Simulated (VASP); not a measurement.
# MgGaF5 (Pm) in VASP: single point with PBEsol

Aim: the single point of MgGaF5 with PBEsol.

Program: VASP 6.6.1. These are calculated values, not measurements. Logs are shortened: lines on timing, memory, paths and dates and some standing lists are left out, and cuts for length are marked.

**1. The cell of the first run**

The structure is monoclinic, space group Pm (No. 6). The conventional cell has a = 3.862 Å, b = 3.775 Å, c = 6.639 Å, α = 90.00°, β = 106.27°, γ = 90.00°. Within 2.5 Å of Mg (site symmetry m) lie 6 F at 1.89 to 2.35 Å. Ga (site symmetry m) has 6 F at 1.82 to 1.95 Å within 2.4 Å. F (site symmetry m) has 2 Ga at 1.89 Å within 2.5 Å. F (site symmetry m) has 1 Ga at 1.91 Å and 2 Mg at 2.05 Å and 8 F at 2.55 to 2.77 Å within 2.8 Å. F (site symmetry m) has 2 Ga at 1.95 Å and 1 Mg at 2.35 Å and 2 F at 2.55 Å within 2.6 Å. Within 2.4 Å of F (site symmetry m) lie 1 Ga at 1.82 Å and 1 Mg at 1.96 Å. Within 2.5 Å of F (site symmetry m) lie 2 Mg at 1.89 Å.

**2. Single point, PBEsol**

INCAR

```
SYSTEM = MgGaF5
PREC = Accurate
ENCUT = 520
EDIFF = 1E-6
ISMEAR = -1
SIGMA = 0.05
LREAL = .False.
LASPH = .True.
NELM = 100
ALGO = Normal
ISIF = 2
LWAVE = .False.
LCHARG = .False.
GGA = PS
NBANDS = 34
```

KPOINTS

```
Automatic mesh
0
Gamma
  6 6 4
  0 0 0
```

POSCAR

```
MgGaF5
1.0
    3.8190031674     -0.0028169544     -0.5748576795
    0.0028932446      3.7745746678      0.0006211258
   -0.8903444782     -0.0003762773      6.5794794794
Mg Ga F
1 1 5
Direct
   -0.0653711484     -0.2344712113      0.5046333446
    0.6319283700      0.7655383419     -0.0870377502
   -0.3691262522      0.2655382334     -0.0898012325
    0.4875503830     -0.2344594453      0.6128358877
    0.1128255074      0.7655404330      0.8730913234
    0.7691022264     -0.2344632282      0.1979729097
   -0.0555673201      0.2655230542      0.5177745352
```

Potentials or basis: VASP PAW PBE potentials, release 64 (Mg, Ga_d, F).

Launch:

```console
$ cat potpaw_PBE.64/Mg/POTCAR potpaw_PBE.64/Ga_d/POTCAR potpaw_PBE.64/F/POTCAR > POTCAR
$ mpirun -np 1 vasp_std > vasp.out
```

OUTCAR:

```text
SYSTEM = MgGaF5
   PREC = Accurate
   ENCUT = 520
   EDIFF = 1E-6
   ISMEAR = -1
   LREAL = .False.
   LASPH = .True.
   NELM = 100
   ISIF = 2
   GGA = PS

 ion  position               nearest neighbor table
   1  0.935  0.766  0.505-   7 1.89   7 1.89   6 1.96   4 2.05   4 2.05   5 2.35   2 3.24   2 3.24

   2  0.632  0.766  0.913-   6 1.82   3 1.89   3 1.89   4 1.91   5 1.95   5 1.95   1 3.24   1 3.24

   3  0.631  0.266  0.910-   2 1.89   2 1.89
   4  0.488  0.766  0.613-   2 1.91   1 2.05   1 2.05
   5  0.113  0.766  0.873-   2 1.95   2 1.95   1 2.35
   6  0.769  0.766  0.198-   2 1.82   1 1.96
   7  0.944  0.266  0.518-   1 1.89   1 1.89

  LATTYP: Found a simple monoclinic cell.
 ALAT       =     3.8620272500
 B/A-ratio  =     0.9773560836
 C/A-ratio  =     1.7191612362
 COS(beta)  =    -0.2801095081

  Lattice vectors:

 A1 = (   3.8190031674,  -0.0028169544,  -0.5748576795)
 A2 = (   0.0028932446,   3.7745746678,   0.0006211258)
 A3 = (  -0.8903444782,  -0.0003762773,   6.5794794794)

Analysis of symmetry for initial positions (statically):
=====================================================================
 Subroutine PRICEL returns:
 Original cell was already a primitive cell.

 Routine SETGRP: Setting up the symmetry group for a
 simple monoclinic supercell.

 Subroutine GETGRP returns: Found  1 space group operations
 (whereof  1 operations were pure point group operations)
 out of a pool of  4 trial point group operations.

The static configuration has the point symmetry C_1 .

Analysis of symmetry for dynamics (positions and initial velocities):
=====================================================================
 Subroutine PRICEL returns:
 Original cell was already a primitive cell.

 Routine SETGRP: Setting up the symmetry group for a
 simple monoclinic supercell.

 Subroutine GETGRP returns: Found  1 space group operations
 (whereof  1 operations were pure point group operations)
 out of a pool of  4 trial point group operations.

The dynamic configuration has the point symmetry C_1 .

 Subroutine INISYM returns: Found  1 space group operations
 (whereof  1 operations are pure point group operations),
 and found     1 'primitive' translations

----------------------------------------------------------------------------------------

                                     Primitive cell

  volume of cell :      92.9121

  direct lattice vectors                    reciprocal lattice vectors
     3.819003167 -0.002816954 -0.574857679     0.267292855 -0.000210834  0.036170435
     0.002893245  3.774574668  0.000621126     0.000201808  0.264930351  0.000042460
    -0.890344478 -0.000376277  6.579479479     0.023353705 -0.000043431  0.155147961

  length of vectors
     3.862027250  3.774575828  6.639447541     0.269729151  0.264930431  0.156895785

  position of ions in fractional coordinates (direct lattice)
     0.934628852  0.765528789  0.504633345
     0.631928370  0.765538342  0.912962250
     0.630873748  0.265538233  0.910198767
     0.487550383  0.765540555  0.612835888
     0.112825507  0.765540433  0.873091323
     0.769102226  0.765536772  0.197972910
     0.944432680  0.265523054  0.517774535

  ion indices of the primitive-cell ions
   primitive index   ion index
                 1           1
                 2           2
                 3           3
                 4           4
                 5           5
                 6           6
                 7           7

----------------------------------------------------------------------------------------

 KPOINTS: Automatic mesh

Automatic generation of k-mesh.
 Grid dimensions read from file:
 generate k-points for:    6    6    4

 Generating k-lattice:

  Cartesian coordinates                     Fractional coordinates (reciprocal lattice)
     0.044548809 -0.000035139  0.006028406     0.166666667 -0.000000000  0.000000000
     0.000033635  0.044155058  0.000007077    -0.000000000  0.166666667  0.000000000
     0.005838426 -0.000010858  0.038786990    -0.000000000 -0.000000000  0.250000000

  Length of vectors
     0.044954859  0.044155072  0.039223946

  Shift w.r.t. Gamma in fractional coordinates (k-lattice)
     0.000000000  0.000000000  0.000000000

 Subroutine IBZKPT returns following result:
 ===========================================

 Found     76 irreducible k-points:

 Following reciprocal coordinates:
            Coordinates               Weight
  0.000000  0.000000  0.000000      1.000000
  0.166667 -0.000000  0.000000      2.000000
  0.333333 -0.000000  0.000000      2.000000
  0.500000 -0.000000  0.000000      1.000000
 -0.000000  0.166667  0.000000      2.000000
  0.166667  0.166667  0.000000      2.000000
[... 16 lines left out ...]
  0.333333 -0.000000  0.250000      2.000000
  0.500000 -0.000000  0.250000      2.000000
 [... further k-points ...]
   k-points           NKPTS =     76   k-points in BZ     NKDIM =     76   number of bands    NBANDS=     34
   number of dos      NEDOS =    301   number of ions     NIONS =      7
   total plane-waves  NPLWV =  42000
   dimension x,y,z NGX =    30 NGY =   28 NGZ =   50
   dimension x,y,z NGXF=    60 NGYF=   56 NGZF=  100
   ions per type =               1   1   5
   NGX,Y,Z   is equivalent  to a cutoff of  12.91, 12.33, 12.52 a.u.
   NGXF,Y,Z  is equivalent  to a cutoff of  25.83, 24.66, 25.04 a.u.
 SYSTEM =  MgGaF5
   PREC   = accura    normal or accurate (medium, high low for compatibility)
   ISTART =      0    job   : 0-new  1-cont  2-samecut
   ICHARG =      2    charge: 1-file 2-atom 10-const
   ISPIN  =      1    spin polarized calculation?
   LNONCOLLINEAR =      F non collinear calculations
   LSORBIT =      F    spin-orbit coupling
   LASPH  =      T    aspherical Exc in radial PAW
   ENCUT  =  520.0 eV  38.22 Ry    6.18 a.u.   7.18  7.02 12.34*2*pi/ulx,y,z
   NELM   =    100;   NELMIN=  2; NELMDL= -5     # of ELM steps
   EDIFF  = 0.1E-05   stopping-criterion for ELM
   LREAL  =      F    real-space projection
   EDIFFG = 0.1E-04   stopping-criterion for IOM
   NSW    =      0    number of steps for IOM
   IBRION =     -1    ionic relax: 0-MD 1-quasi-New 2-CG
   NFREE  =      0    steps in history (QN), initial steepest desc. (CG)
   ISIF   =      2    stress and relaxation
   ISYM   =      2    0-nonsym 1-usesym 2-fastsym
   POTIM  = 0.5000    time-step for ionic-motion
   TEBEG  =    0.0;   TEEND  =   0.0 temperature during run
   PSTRESS=    0.0 pullay stress
   NELECT =      50.0000    total number of electrons
   NUPDOWN=      -1.0000    fix difference up-down
   EMIN   =  10.00;   EMAX   =-10.00  energy-range for DOS
   EFERMI =   0.00;   METHOD = LEGACY
   ISMEAR =    -1;   SIGMA  =   0.05  broadening in eV -4-tet -1-fermi 0-gaus
   EFERMI_NEDOS =   21; number of points for ismear=-14 and -15
   IALGO  =     38    algorithm
   IMIX   =      4    mixing-type and parameters
     AMIX     =   0.40;   BMIX     =  1.00
     AMIX_MAG =   1.60;   BMIX_MAG =  1.00
  volume/ion in A,a.u.               =      13.27        89.57
  Fermi-wavevector in a.u.,A,eV,Ry     =   1.331601  2.516361 24.125321  1.773161
  Thomas-Fermi vector in A             =   2.460600
   LORBIT       =      0    0 simple, 1 ext, 2 COOP (PROOUT), +10 PAW based schemes
   GGA     = PS    functional components
   LHFCALC =     F    Hartree Fock is set to
   AEXX    =    0.0000 exact exchange contribution
   IVDW    =     0    specifies the selected vdW correction
   LEPSILON=     F    determine dielectric tensor
   LRPA    =     F    only Hartree local field effects (RPA)
 non-spin polarized calculation
  energy-cutoff  :      520.00
  volume of cell :       92.91
 maximum number of plane-waves:      2518
 NGX is ok and might be reduce to    30
   NGX = 15   NGY = 15   NGZ = 25

 number of electron      49.9999983 magnetization

 Free energy of the ion-electron system (eV)
  ---------------------------------------------------
  ext. energy  EPLUGINS =         0.00000000
  ---------------------------------------------------
  free energy    TOTEN  =       -35.53116804 eV

  energy without entropy =      -35.53116804  energy(sigma->0) =      -35.53116804

 E-fermi :  -0.7170     XC(G=0):  -9.0596

 val. band max:       -1.8706834958   @ k =   0.5000   0.5000   0.5000
 cond. band min:       2.5466326499   @ k =   0.0000   0.0000   0.0000
 fundamental gap:      4.4173161457
 Fermi energy:        -0.7169901788

 k-point     1 :       0.0000    0.0000    0.0000
  band No.  band energies     occupation
      1     -23.9496      2.00000
      2     -23.0729      2.00000
      3     -22.9676      2.00000
      4     -22.6117      2.00000
      5     -21.0084      2.00000
      6     -13.9243      2.00000
[... 26 lines left out ...]
     33      13.6912      0.00000
     34      14.3665      0.00000

 k-point     2 :       0.1667   -0.0000    0.0000
  band No.  band energies     occupation
      1     -23.8724      2.00000
      2     -23.0974      2.00000
      3     -22.9751      2.00000
      4     -22.6107      2.00000
      5     -21.0140      2.00000
      6     -13.9585      2.00000
[... 26 lines left out ...]
     33      13.3834      0.00000
     34      14.2549      0.00000

 k-point     3 :       0.3333   -0.0000    0.0000
  band No.  band energies     occupation
      1     -23.6729      2.00000
      2     -23.2024      2.00000
      3     -22.9785      2.00000
      4     -22.6096      2.00000
      5     -21.0250      2.00000
      6     -14.0929      2.00000
[... 26 lines left out ...]
     33      12.9323      0.00000
     34      14.0887      0.00000
[... 704 lines left out ...]
 k-point    23 :       0.3333   -0.0000    0.2500
  band No.  band energies     occupation
      1     -23.6661      2.00000
      2     -23.2034      2.00000
      3     -22.9840      2.00000
      4     -22.6130      2.00000
      5     -21.0229      2.00000
      6     -14.0921      2.00000
[... 26 lines left out ...]
     33      12.9527      0.00000
     34      13.8656      0.00000

 k-point    24 :       0.5000   -0.0000    0.2500
  band No.  band energies     occupation
      1     -23.4790      2.00000
      2     -23.3514      2.00000
      3     -22.9772      2.00000
      4     -22.6095      2.00000
      5     -21.0303      2.00000
      6     -14.1963      2.00000
[... 26 lines left out ...]
     33      12.8931      0.00000
     34      13.8160      0.00000

 [... further k-points ...]

------------------------ aborting loop because EDIFF is reached ----------------------------------------

  FORCE on cell =-STRESS in cart. coord.  units (eV):
  Direction    XX          YY          ZZ          XY          YZ          ZX
  --------------------------------------------------------------------------------------
  -------------------------------------------------------------------------------------
  Total       -0.0726167     -0.0590537     -0.0014532     -0.0000622      0.0000846     -0.0110277
  in kB       -1.2522035     -1.0183232     -0.0250585     -0.0010719      0.0014592     -0.1901611
  external PRESSURE =      -0.7651951 kB  Pullay stress =       0.0000000 kB

 VOLUME and BASIS-vectors are now :
 -----------------------------------------------------------------------------
  energy-cutoff  :      520.00
  volume of cell :       92.91
      direct lattice vectors                 reciprocal lattice vectors
     3.819003167 -0.002816954 -0.574857679     0.267292855 -0.000210834  0.036170435
     0.002893245  3.774574668  0.000621126     0.000201808  0.264930351  0.000042460
    -0.890344478 -0.000376277  6.579479479     0.023353705 -0.000043431  0.155147961

 POSITION                                       TOTAL-FORCE (eV/Angst)
 -----------------------------------------------------------------------------------
      3.12227      2.88672      2.78342        -0.003504     -0.000050     -0.015371
      1.60270      2.88746      5.64402         0.002382      0.000790      0.019172
      1.59969      1.00017      5.62614        -0.000353     -0.000174     -0.003312
      1.31854      2.88799      3.75234        -0.013103     -0.000131     -0.087496
     -0.34426      2.88894      5.68010        -0.004793     -0.000444     -0.025726
      2.76315      2.88733      0.86091         0.019996     -0.000349      0.110048
      3.14656      0.99938      2.86394        -0.000626      0.000358      0.002683
 -----------------------------------------------------------------------------------
    total drift:                               -0.001282     -0.001379     -0.000336

  FREE ENERGIE OF THE ION-ELECTRON SYSTEM (eV)
  ---------------------------------------------------
  free  energy   TOTEN  =       -35.5311680372 eV

  energy  without entropy=      -35.5311680372  energy(sigma->0) =      -35.53116804
```

Run time: 2.2 min. Hardware: 1 thread of AMD EPYC 9R45 (Zen 5), shared host; peak memory 0.3 GiB.

Results:

```
Free energy            : -35.5312 eV
Pressure               : -0.1 GPa
Largest force          : 0.112 eV/Å
Band gap on the k mesh : 4.42 eV (least direct gap 4.48 eV)
```

Forces on the atoms (eV/Å):
```
Mg  -0.004  0.000 -0.015
Ga   0.002  0.001  0.019
F    0.000  0.000 -0.003
F   -0.013  0.000 -0.087
F   -0.005  0.000 -0.026
F    0.020  0.000  0.110
F   -0.001  0.000  0.003
```

Levels at points of the mesh, in eV from the valence-band top:
| k point | band 21 | band 22 | band 23 | band 24 | band 25 | band 26 | band 27 | band 28 | band 29 | band 30 |
| --- | --- | --- | --- | --- | --- | --- | --- | --- | --- | --- |
| (0.00, 0.00, 0.00) | -1.51 | -1.48 | -0.89 | -0.26 | -0.06 | 4.42 | 8.57 | 10.89 | 12.18 | 14.20 |
| (0.50, 0.00, 0.00) | -1.73 | -1.50 | -1.13 | -0.39 | -0.24 | 7.09 | 9.57 | 10.60 | 11.15 | 13.03 |
| (0.00, 0.50, 0.00) | -1.51 | -1.48 | -1.07 | -0.32 | -0.13 | 7.14 | 10.03 | 11.04 | 11.83 | 12.10 |
| (0.50, 0.50, 0.00) | -1.37 | -1.16 | -1.09 | -0.16 | -0.01 | 9.27 | 10.02 | 10.81 | 11.06 | 11.48 |
| (0.00, 0.00, 0.50) | -1.52 | -1.40 | -0.93 | -0.39 | -0.06 | 5.03 | 7.82 | 10.32 | 14.05 | 14.15 |
| (0.50, 0.00, 0.50) | -1.74 | -1.49 | -1.13 | -0.39 | -0.24 | 7.11 | 9.60 | 10.56 | 11.08 | 13.13 |
| (0.00, 0.50, 0.50) | -1.59 | -1.53 | -1.13 | -0.32 | -0.11 | 7.52 | 9.82 | 10.34 | 11.03 | 12.63 |
| (0.50, 0.50, 0.50) | -1.35 | -1.17 | -1.10 | -0.17 | 0.00 | 9.29 | 10.02 | 10.81 | 11.06 | 11.48 |

Caveat: the PAW data sets were made with another functional, which shifts forces and pressure a little. A k mesh can miss the band edges.
